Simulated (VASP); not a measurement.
# Sn (I4_1/amd) in VASP: a series of runs

Sn is run at these levels: PBE; tasks: electric field gradients.

All numbers are computed with VASP 6.6.1; they aren't measurements. Logs are shortened: lines on timing, memory, paths and dates and some standing lists are left out, and cuts for length are marked.

## 1. The cell of the first run

It takes space group I4_1/amd (No. 141, tetragonal). Conventional cell: a = 4.498 Å, b = 4.498 Å, c = 6.491 Å, α = 90.00°, β = 90.00°, γ = 90.00°. Within 3.7 Å of Sn (site symmetry -4m2) lie 4 Sn at 2.77 Å.

## 2. Electric field gradients, PBE (equal xx and yy strain of -2 %)

INCAR reads:

```
ALGO = Normal ; EDIFF = 1E-8
ENCUT = 520 ; GGA = PE
ISIF = 2 ; ISMEAR = -1
LASPH = T ; LCHARG = F
LEFG = T ; LREAL = F
LWAVE = F ; NBANDS = 21
NELM = 60 ; PREC = Accurate
SIGMA = 0.03
```

KPOINTS reads:

```
k-points
0
Gamma
  9 9 9
```

POSCAR reads:

```
Sn
1.0
    0.0000000000      3.1806880000      3.2456000000
    3.1806880000      0.0000000000      3.2456000000
    3.1806880000      3.1806880000      0.0000000000
Sn
2
Direct
    0.5000000000      0.5000000000      0.5000000000
    0.7500000000      0.7500000000      0.7500000000
```

Potentials or basis: VASP PAW PBE potentials, release 64 (Sn_d).

Started as:

```bash
$ cat potpaw_PBE.64/Sn_d/POTCAR > POTCAR
$ mpirun -np 1 vasp_std > vasp.out
```

OUTCAR:

```text
EDIFF = 1E-8
   ENCUT = 520
   GGA = PE
   ISIF = 2
   ISMEAR = -1
   LASPH = T
   LREAL = F
   NELM = 60
   PREC = Accurate

 ion  position               nearest neighbor table
   1  0.500  0.500  0.500-   2 2.77   2 2.77   2 2.77   2 2.77
   2  0.750  0.750  0.750-   1 2.77   1 2.77   1 2.77   1 2.77

  LATTYP: Found a body centered tetragonal cell.
 ALAT       =     4.4981721073
 C/A-ratio  =     1.4430750636

  Lattice vectors:

 A1 = (  -3.1806880000,   0.0000000000,   3.2456000000)
 A2 = (   3.1806880000,   0.0000000000,   3.2456000000)
 A3 = (   0.0000000000,   3.1806880000,  -3.2456000000)

Analysis of symmetry for initial positions (statically):
=====================================================================
 Subroutine PRICEL returns:
 Original cell was already a primitive cell.

 Routine SETGRP: Setting up the symmetry group for a
 body centered tetragonal supercell.

 Subroutine GETGRP returns: Found 16 space group operations
 (whereof  8 operations were pure point group operations)
 out of a pool of 16 trial point group operations.

The static configuration has the point symmetry D_2d.
 The point group associated with its full space group is D_4h.

Analysis of symmetry for dynamics (positions and initial velocities):
=====================================================================
 Subroutine PRICEL returns:
 Original cell was already a primitive cell.

 Routine SETGRP: Setting up the symmetry group for a
 body centered tetragonal supercell.

 Subroutine GETGRP returns: Found 16 space group operations
 (whereof  8 operations were pure point group operations)
 out of a pool of 16 trial point group operations.

The dynamic configuration has the point symmetry D_2d.
 The point group associated with its full space group is D_4h.

 Subroutine INISYM returns: Found 16 space group operations
 (whereof  8 operations are pure point group operations),
 and found     1 'primitive' translations

----------------------------------------------------------------------------------------

                                     Primitive cell

  volume of cell :      65.6700

[... 121 lines left out ...]
  volume of cell :       65.67
 maximum number of plane-waves:      1809
 NGX is ok and might be reduce to    36
   NGX = 17   NGY = 17   NGZ = 17

 number of electron      28.0000010 magnetization

 Free energy of the ion-electron system (eV)
  ---------------------------------------------------
  ext. energy  EPLUGINS =         0.00000000
  ---------------------------------------------------
  free energy    TOTEN  =        -7.56579538 eV

  energy without entropy =       -7.56540977  energy(sigma->0) =       -7.56560258

 E-fermi :   6.1088     XC(G=0):  -9.0504

 val. band max:        6.0653809497   @ k =   0.0000   0.0000   0.0000
 cond. band min:       6.1613326146   @ k =   0.4444   0.0000   0.0000
 fundamental gap:      0.0959516648
 Fermi energy:         6.1088384485

 k-point     1 :       0.0000    0.0000    0.0000
  band No.  band energies     occupation
      1     -15.6984      2.00000
      2     -15.6984      2.00000
      3     -15.6893      2.00000
      4     -15.6320      2.00000
      5     -15.6283      2.00000
      6     -15.2961      2.00000
[... 565 lines left out ...]
     20      16.1839      0.00000
     21      16.4658      0.00000

 [... further k-points ...]

------------------------ aborting loop because EDIFF is reached ----------------------------------------

  FORCE on cell =-STRESS in cart. coord.  units (eV):
  Direction    XX          YY          ZZ          XY          YZ          ZX
  --------------------------------------------------------------------------------------
  -------------------------------------------------------------------------------------
  Total        2.2875002      2.2875002      2.0343909      0.0000000      0.0000000      0.0000000
  in kB       55.8090449     55.8090449     49.6338384      0.0000000      0.0000000      0.0000000
  external PRESSURE =      53.7506427 kB  Pullay stress =       0.0000000 kB

 VOLUME and BASIS-vectors are now :
 -----------------------------------------------------------------------------
  energy-cutoff  :      520.00
  volume of cell :       65.67
      direct lattice vectors                 reciprocal lattice vectors
     0.000000000  3.180688000  3.245600000    -0.157198694  0.157198694  0.154054720
     3.180688000  0.000000000  3.245600000     0.157198694 -0.157198694  0.154054720
     3.180688000  3.180688000  0.000000000     0.157198694  0.157198694 -0.154054720

 POSITION                                       TOTAL-FORCE (eV/Angst)
 -----------------------------------------------------------------------------------
      3.18069      3.18069      3.24560         0.000000      0.000000     -0.000000
      4.77103      4.77103      4.86840        -0.000000     -0.000000      0.000000
 -----------------------------------------------------------------------------------
    total drift:                                0.000000      0.000000      0.000000

  FREE ENERGIE OF THE ION-ELECTRON SYSTEM (eV)
  ---------------------------------------------------
  free  energy   TOTEN  =        -7.5657953815 eV

  energy  without entropy=       -7.5654097725  energy(sigma->0) =       -7.56560258

 Electric field gradients (V/A^2)
---------------------------------------------------------------------
 ion       V_xx      V_yy      V_zz      V_xy      V_xz      V_yz
---------------------------------------------------------------------
   1       1.053     1.053    -2.107    -0.002    -0.001    -0.001
   2       1.053     1.053    -2.107    -0.002    -0.001    -0.001
---------------------------------------------------------------------

 Electric field gradients after diagonalization (V/A^2)
 (convention: |V_zz| > |V_xx| > |V_yy|)
----------------------------------------------------------------------
 ion       V_xx      V_yy      V_zz     asymmetry (V_yy - V_xx)/ V_zz
----------------------------------------------------------------------
   1       1.055     1.052    -2.107       0.002
   2       1.055     1.052    -2.107       0.002
----------------------------------------------------------------------

           NMR quadrupolar parameters

 Cq : quadrupolar parameter    Cq=e*Q*V_zz/h
 eta: asymmetry parameters     (V_yy - V_xx)/ V_zz
 Q  : nuclear electric quadrupole moment in mb (millibarn)
----------------------------------------------------------------------
 ion       Cq(MHz)       eta       Q (mb)
----------------------------------------------------------------------
   1      -0.005       0.002       1.000
   2      -0.005       0.002       1.000
----------------------------------------------------------------------
```

OSZICAR:

```text
N       E                     dE             d eps       ncg     rms          rms(c)
DAV:   1     0.232766062096E+03    0.23277E+03   -0.14980E+04  3170   0.198E+03
DAV:   2     0.177907062703E+02   -0.21498E+03   -0.21022E+03  3165   0.453E+02
DAV:   3    -0.683444664986E+01   -0.24625E+02   -0.24498E+02  3685   0.142E+02
DAV:   4    -0.761095826965E+01   -0.77651E+00   -0.77623E+00  3585   0.284E+01
DAV:   5    -0.763744921415E+01   -0.26491E-01   -0.26490E-01  4529   0.508E+00    0.344E+00
DAV:   6    -0.758720639694E+01    0.50243E-01   -0.30756E-02  4275   0.206E+00    0.201E+00
DAV:   7    -0.756345536772E+01    0.23751E-01   -0.49176E-02  3434   0.224E+00    0.165E-01
DAV:   8    -0.756540060590E+01   -0.19452E-02   -0.60186E-03  3565   0.830E-01    0.526E-02
DAV:   9    -0.756577459899E+01   -0.37399E-03   -0.48095E-04  3596   0.145E-01    0.124E-02
DAV:  10    -0.756579136761E+01   -0.16769E-04   -0.33625E-05  4050   0.496E-02    0.610E-03
DAV:  11    -0.756579547509E+01   -0.41075E-05   -0.75323E-06  3545   0.179E-02    0.787E-04
DAV:  12    -0.756579540681E+01    0.68278E-07   -0.33675E-07  3725   0.513E-03    0.533E-04
DAV:  13    -0.756579537141E+01    0.35406E-07   -0.35488E-08  2990   0.122E-03    0.177E-04
DAV:  14    -0.756579538254E+01   -0.11133E-07   -0.30340E-09  2498   0.521E-04    0.290E-05
DAV:  15    -0.756579538145E+01    0.10878E-08   -0.90962E-10  1990   0.353E-04
   1 F= -.75657954E+01 E0= -.75656026E+01  d E =-.385609E-03
```

Wall time 43 s (1 thread of Intel Xeon 6975P-C (Granite Rapids), shared host); peak memory 0.24 GiB.

Results:

* Free energy: -7.5658 eV
* Pressure: 5.4 GPa
* Band gap on the k mesh: zero (bands 14 and 15 overlap by 0.05 eV)
* Largest electric field gradient by atom: Sn -2.1 V/Å²

Electric field gradients, principal values (V/Å²):
| atom | least | middle | greatest (by size) |
| --- | --- | --- | --- |
| 1 Sn | 1.052 | 1.055 | -2.107 |
| 2 Sn | 1.052 | 1.055 | -2.107 |

Caveat: the cell differs from its parent crystal (equal xx and yy strain of -2 %); the cell stands under pressure; without QUAD_EFG the Cq values of the log hold for a quadrupole moment of 1 mb, not for the nuclei; spin-orbit coupling is left out, which moves the levels of the heavy elements.

## 3. Electric field gradients, PBE (equal xx and yy strain of -1 %)

INCAR reads:

```
SYSTEM = Sn
ALGO     = Normal         ! electronic algorithm
EDIFF    = 1E-8           ! SCF threshold, eV
ENCUT    = 520            ! plane-wave cutoff, eV
GGA      = PE             ! functional
ISIF     = 2              ! what is computed and relaxed
ISMEAR   = -1             ! smearing method
LASPH    = .True.         ! aspherical terms in the spheres
LCHARG   = .False.        ! write CHGCAR
LEFG     = .True.       
LREAL    = .False.        ! projectors in reciprocal space
LWAVE    = .False.        ! write WAVECAR
NBANDS   = 21             ! bands
NELM     = 60             ! most SCF steps
PREC     = Accurate       ! precision mode
SIGMA    = 0.03           ! smearing width, eV
```

KPOINTS reads:

```
k-points
0
Gamma
  9 9 9
  0 0 0
```

POSCAR reads:

```
Sn
1.0
    0.0000000000      3.2131440000      3.2456000000
    3.2131440000      0.0000000000      3.2456000000
    3.2131440000      3.2131440000      0.0000000000
Sn
2
Direct
    0.5000000000      0.5000000000      0.5000000000
    0.7500000000      0.7500000000      0.7500000000
```

Potentials or basis: VASP PAW PBE potentials, release 64 (Sn_d).

Started as:

```bash
$ cat potpaw_PBE.64/Sn_d/POTCAR > POTCAR
$ mpirun -np 1 vasp_std > vasp.out
```

OUTCAR:

```text
SYSTEM = Sn
   EDIFF = 1E-8
   ENCUT = 520
   GGA = PE
   ISIF = 2
   ISMEAR = -1
   LASPH = .True.
   LREAL = .False.
   NELM = 60
   PREC = Accurate

 ion  position               nearest neighbor table
   1  0.500  0.500  0.500-   2 2.79   2 2.79   2 2.79   2 2.79
   2  0.750  0.750  0.750-   1 2.79   1 2.79   1 2.79   1 2.79

  LATTYP: Found a body centered tetragonal cell.
 ALAT       =     4.5440718227
 C/A-ratio  =     1.4284985479

  Lattice vectors:

 A1 = (  -3.2131440000,   0.0000000000,   3.2456000000)
 A2 = (   3.2131440000,   0.0000000000,   3.2456000000)
 A3 = (   0.0000000000,   3.2131440000,  -3.2456000000)

Analysis of symmetry for initial positions (statically):
=====================================================================
 Subroutine PRICEL returns:
 Original cell was already a primitive cell.

 Routine SETGRP: Setting up the symmetry group for a
 body centered tetragonal supercell.

 Subroutine GETGRP returns: Found 16 space group operations
 (whereof  8 operations were pure point group operations)
 out of a pool of 16 trial point group operations.

The static configuration has the point symmetry D_2d.
 The point group associated with its full space group is D_4h.

Analysis of symmetry for dynamics (positions and initial velocities):
=====================================================================
 Subroutine PRICEL returns:
 Original cell was already a primitive cell.

 Routine SETGRP: Setting up the symmetry group for a
 body centered tetragonal supercell.

 Subroutine GETGRP returns: Found 16 space group operations
 (whereof  8 operations were pure point group operations)
 out of a pool of 16 trial point group operations.

The dynamic configuration has the point symmetry D_2d.
 The point group associated with its full space group is D_4h.

 Subroutine INISYM returns: Found 16 space group operations
 (whereof  8 operations are pure point group operations),
 and found     1 'primitive' translations

----------------------------------------------------------------------------------------

                                     Primitive cell

  volume of cell :      67.0171

  direct lattice vectors                    reciprocal lattice vectors
     0.000000000  3.213144000  3.245600000    -0.155610829  0.155610829  0.154054720
     3.213144000  0.000000000  3.245600000     0.155610829 -0.155610829  0.154054720
     3.213144000  3.213144000  0.000000000     0.155610829  0.155610829 -0.154054720

  length of vectors
     4.567079343  4.567079343  4.544071823     0.268630446  0.268630446  0.268630446

  position of ions in fractional coordinates (direct lattice)
     0.500000000  0.500000000  0.500000000
     0.750000000  0.750000000  0.750000000

  ion indices of the primitive-cell ions
   primitive index   ion index
                 1           1
                 2           2

----------------------------------------------------------------------------------------

 KPOINTS: k-points

Automatic generation of k-mesh.
 Grid dimensions read from file:
[... 71 lines left out ...]
   ISIF   =      2    stress and relaxation
   ISYM   =      2    0-nonsym 1-usesym 2-fastsym
   POTIM  = 0.5000    time-step for ionic-motion
   TEBEG  =    0.0;   TEEND  =   0.0 temperature during run
   PSTRESS=    0.0 pullay stress
   NELECT =      28.0000    total number of electrons
   NUPDOWN=      -1.0000    fix difference up-down
   EMIN   =  10.00;   EMAX   =-10.00  energy-range for DOS
   EFERMI =   0.00;   METHOD = LEGACY
   ISMEAR =    -1;   SIGMA  =   0.03  broadening in eV -4-tet -1-fermi 0-gaus
   EFERMI_NEDOS =   21; number of points for ismear=-14 and -15
   IALGO  =     38    algorithm
   IMIX   =      4    mixing-type and parameters
     AMIX     =   0.40;   BMIX     =  1.00
     AMIX_MAG =   1.60;   BMIX_MAG =  1.00
  volume/ion in A,a.u.               =      33.51       226.13
  Fermi-wavevector in a.u.,A,eV,Ry     =   1.223862  2.312763 20.379320  1.497838
  Thomas-Fermi vector in A             =   2.358957
   LORBIT       =      0    0 simple, 1 ext, 2 COOP (PROOUT), +10 PAW based schemes
   GGA     = PE    functional components
   LHFCALC =     F    Hartree Fock is set to
   AEXX    =    0.0000 exact exchange contribution
   IVDW    =     0    specifies the selected vdW correction
   LEPSILON=     F    determine dielectric tensor
   LRPA    =     F    only Hartree local field effects (RPA)
 non-spin polarized calculation
  energy-cutoff  :      520.00
  volume of cell :       67.02
 maximum number of plane-waves:      1832
 NGX is ok and might be reduce to    36
   NGX = 17   NGY = 17   NGZ = 17

 number of electron      28.0000010 magnetization

 Free energy of the ion-electron system (eV)
  ---------------------------------------------------
  ext. energy  EPLUGINS =         0.00000000
  ---------------------------------------------------
  free energy    TOTEN  =        -7.60767259 eV

  energy without entropy =       -7.60719223  energy(sigma->0) =       -7.60743241

 E-fermi :   5.8621     XC(G=0):  -8.9599

 val. band max:        5.7195072855   @ k =   0.1111  -0.0000   0.0000
 cond. band min:       5.8907475886   @ k =   0.0000   0.0000   0.0000
 fundamental gap:      0.1712403031
 Fermi energy:         5.8620910551

 k-point     1 :       0.0000    0.0000    0.0000
  band No.  band energies     occupation
      1     -15.8752      2.00000
      2     -15.8752      2.00000
      3     -15.8709      2.00000
      4     -15.8123      2.00000
      5     -15.8106      2.00000
      6     -15.4905      2.00000
[... 565 lines left out ...]
     20      15.8590      0.00000
     21      16.1301      0.00000

 [... further k-points ...]

------------------------ aborting loop because EDIFF is reached ----------------------------------------

  FORCE on cell =-STRESS in cart. coord.  units (eV):
  Direction    XX          YY          ZZ          XY          YZ          ZX
  --------------------------------------------------------------------------------------
  -------------------------------------------------------------------------------------
  Total        1.8010523      1.8010523      1.6720269      0.0000000      0.0000000      0.0000000
  in kB       43.0577710     43.0577710     39.9731586      0.0000000      0.0000000      0.0000000
  external PRESSURE =      42.0295669 kB  Pullay stress =       0.0000000 kB

 VOLUME and BASIS-vectors are now :
 -----------------------------------------------------------------------------
  energy-cutoff  :      520.00
  volume of cell :       67.02
      direct lattice vectors                 reciprocal lattice vectors
     0.000000000  3.213144000  3.245600000    -0.155610829  0.155610829  0.154054720
     3.213144000  0.000000000  3.245600000     0.155610829 -0.155610829  0.154054720
     3.213144000  3.213144000  0.000000000     0.155610829  0.155610829 -0.154054720

 POSITION                                       TOTAL-FORCE (eV/Angst)
 -----------------------------------------------------------------------------------
      3.21314      3.21314      3.24560        -0.000000     -0.000000     -0.000000
      4.81972      4.81972      4.86840         0.000000      0.000000      0.000000
 -----------------------------------------------------------------------------------
    total drift:                                0.000000      0.000000      0.000000

  FREE ENERGIE OF THE ION-ELECTRON SYSTEM (eV)
  ---------------------------------------------------
  free  energy   TOTEN  =        -7.6076725949 eV

  energy  without entropy=       -7.6071922278  energy(sigma->0) =       -7.60743241

 Electric field gradients (V/A^2)
---------------------------------------------------------------------
 ion       V_xx      V_yy      V_zz      V_xy      V_xz      V_yz
---------------------------------------------------------------------
   1       0.482     0.482    -0.964    -0.001    -0.000    -0.000
   2       0.482     0.482    -0.964    -0.001    -0.000    -0.000
---------------------------------------------------------------------

 Electric field gradients after diagonalization (V/A^2)
 (convention: |V_zz| > |V_xx| > |V_yy|)
----------------------------------------------------------------------
 ion       V_xx      V_yy      V_zz     asymmetry (V_yy - V_xx)/ V_zz
----------------------------------------------------------------------
   1       0.483     0.481    -0.964       0.002
   2       0.483     0.481    -0.964       0.002
----------------------------------------------------------------------

           NMR quadrupolar parameters

 Cq : quadrupolar parameter    Cq=e*Q*V_zz/h
 eta: asymmetry parameters     (V_yy - V_xx)/ V_zz
 Q  : nuclear electric quadrupole moment in mb (millibarn)
----------------------------------------------------------------------
 ion       Cq(MHz)       eta       Q (mb)
----------------------------------------------------------------------
   1      -0.002       0.002       1.000
   2      -0.002       0.002       1.000
----------------------------------------------------------------------
```

Run time: 2.2 min. Hardware: 1 thread of Intel Xeon 8259CL, shared host; peak memory 0.25 GiB.

Results:

* Free energy: -7.6077 eV
* Pressure: 4.2 GPa
* Band gap on the k mesh: zero (bands 14 and 15 overlap by 0.06 eV)
* Largest electric field gradient by atom: Sn -1.0 V/Å²

Stress tensor (GPa, compression positive):
```
4.31 0.00 0.00
0.00 4.31 0.00
0.00 0.00 4.00
```

Levels at points of the mesh, in eV from the Fermi level:
```tsv
k point	band 12	band 13	band 14	band 15	band 16	band 17
(0.00, 0.00, 0.00)	-0.51	0.03	0.10	0.10	2.14	2.14
```

Electric field gradients, principal values (V/Å²):
```csv
atom,least,middle,greatest (by size)
1 Sn,0.481,0.483,-0.964
2 Sn,0.481,0.483,-0.964
```

Caveat: the cell differs from its parent crystal (equal xx and yy strain of -1 %); the cell stands under pressure; without QUAD_EFG the Cq values of the log hold for a quadrupole moment of 1 mb, not for the nuclei; spin-orbit coupling is left out, which moves the levels of the heavy elements.
